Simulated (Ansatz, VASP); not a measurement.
Two plane-wave programs on ZrC

```
Zr C
1.0
     4.24257    0.00000    0.00000
     0.00000    4.24257    0.00000
     0.00000    0.00000    3.11236
Zr C
2 2
Direct
  0.50000 0.00000 0.22827
  0.00000 0.50000 0.77173
  0.00000 0.00000 0.00000
  0.50000 0.51179 0.00000
```

Alike in both runs: task single point; functional PBE; k mesh 8 × 8 × 12; occupations gaussian, width 0.05 eV; no spin polarisation.

|  | VASP | Ansatz |
| --- | --- | --- |
| version | VASP 6.6.1 | Ansatz 0.2.0 |
| potentials or method | VASP PAW PBE potentials, release 64 (Zr_sv, C), cutoff 520 eV | scalar-relativistic, plane waves, PAW |
| valence electrons in the cell | 32 | 32 |

```csv
,VASP,Ansatz,Ansatz less VASP
gap on the k mesh at the Fermi level (eV),none,none,-
pressure (GPa),0.3,0.1,-0.19
"traceless stress, the component that is largest in VASP (GPa)",0.76,0.76,-0.006
rms of the force components (eV/Å),0.192,0.191,-0.0010
```

Atom by atom the forces differ by 0.008 eV/Å (rms over components). A gap of «none» marks a metal or a gap that the smearing closes.
